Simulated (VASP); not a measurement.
Set up this calculation in VASP 6.6.1, as the native input.

| Property | Result |
| --- | --- |
| Task | single point |
| Functional | LDA |
| Potentials or basis | VASP PAW LDA potentials, release 64 (Al, N) |
| Cutoff | 520 eV |
| k mesh | 9 × 9 × 6 |
| Occupations | gaussian, width 0.01 eV |
| Spin | no spin polarisation |
| Dipole correction | no |
| Further INCAR settings | ALGO = Normal; EDIFF = 1e-07; NBANDS = 16 |

The structure of AlN (ldaat) lies in POSCAR:

```
AlN
1.0
    3.1135756528      0.0000000000      0.0000000000
   -1.5567878264      2.6964356119      0.0000000000
    0.0000000000      0.0000000000      4.9831268775
Al N
2 2
Direct
    0.3333333333      0.6666666667     -0.0442515433
    0.6666666667      0.3333333333      0.4557484567
    0.3333333333      0.6666666667      0.4262515433
    0.6666666667      0.3333333333      0.9262515433
```

The input as run:

INCAR

```
SYSTEM = AlN
PREC = Accurate
ENCUT = 520
EDIFF = 1E-7
ISMEAR = 0
SIGMA = 0.01
LREAL = .FALSE.
LASPH = .TRUE.
NELM = 100
ALGO = Normal
ISIF = 2
LWAVE = .FALSE.
LCHARG = .FALSE.
NBANDS = 16
```

KPOINTS

```
regular mesh
0
G
  9 9 6
  0 0 0
```

Potentials or basis: VASP PAW LDA potentials, release 64 (Al, N).

Launch:

```bash
$ cat potpaw_LDA.64/Al/POTCAR potpaw_LDA.64/N/POTCAR > POTCAR
$ mpirun -np 1 vasp_std > vasp.out
```

Results of the run:

```yaml
Pressure: 3.1 GPa
Largest_force: 0.827 eV/Å
Band_gap_on_the_k_mesh: 2.88 eV, direct
```

Wall time 11 s on 1 thread of Intel(R) Xeon(R) Platinum 8488C (Sapphire Rapids), with other jobs on the host, peak memory 0.15 GiB.
